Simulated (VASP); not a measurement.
Write the native input for VASP 6.6.1 that does the following.

| Item | Value |
| --- | --- |
| Task | single point |
| Functional | RPBE |
| Dispersion | D4 |
| Potentials or basis | VASP PAW PBE potentials, release 64 (Ti_sv, Al) |
| Cutoff | 520 eV |
| k mesh | 10 × 10 × 10 |
| Occupations | fermi-dirac, width 0.05 eV |
| Spin | no spin polarisation |
| Dipole correction | no |
| Further INCAR settings | ALGO = Fast; EDIFF = 1e-06; NBANDS = 18 |

The structure of TiAl3 lies in POSCAR:

```
TiAl3
1.0
   -1.9025173429      1.9025173429      4.2522797505
    1.9025173429     -1.9025173429      4.2522797505
    1.9025173429      1.9025173429     -4.2522797505
Ti Al
1 3
Direct
    0.0000000000      0.0000000000      0.0000000000
    0.2500000000      0.7500000000      0.5000000000
    0.7500000000      0.2500000000      0.5000000000
    0.5000000000      0.5000000000      0.0000000000
```

These files were run (other wordings do the same):

INCAR

```
ALGO     = Fast           # electronic algorithm
EDIFF    = 1E-6           # SCF threshold, eV
ENCUT    = 520            # plane-wave cutoff, eV
GGA      = RP             # functional
ISIF     = 2              # what is computed and relaxed
ISMEAR   = -1             # smearing method
IVDW     = 13             # dispersion correction
LASPH    = True           # aspherical terms in the spheres
LCHARG   = False          # write CHGCAR
LREAL    = False          # projectors in reciprocal space
LWAVE    = False          # write WAVECAR
NBANDS   = 18             # bands
NELM     = 80             # most SCF steps
PREC     = Accurate       # precision mode
SIGMA    = 0.05           # smearing width, eV
```

KPOINTS

```
k-points
0
Gamma
  10 10 10
```

Potentials or basis: VASP PAW PBE potentials, release 64 (Ti_sv, Al).

Launch:

```bash
$ cat potpaw_PBE.64/Ti_sv/POTCAR potpaw_PBE.64/Al/POTCAR > POTCAR
$ mpirun -np 1 vasp_std > vasp.out
```

It gave:

- Pressure: -0.2 GPa
- Dispersion energy per atom: -0.631 eV

Caveat: the PAW data sets were made with another functional, which shifts forces and pressure a little; pairwise dispersion overbinds metals, which lowers pressure and volume.

It took 3.1 min on 1 thread of Intel(R) Xeon(R) 6975P-C (Granite Rapids) (shared host), peak memory 0.31 GiB.
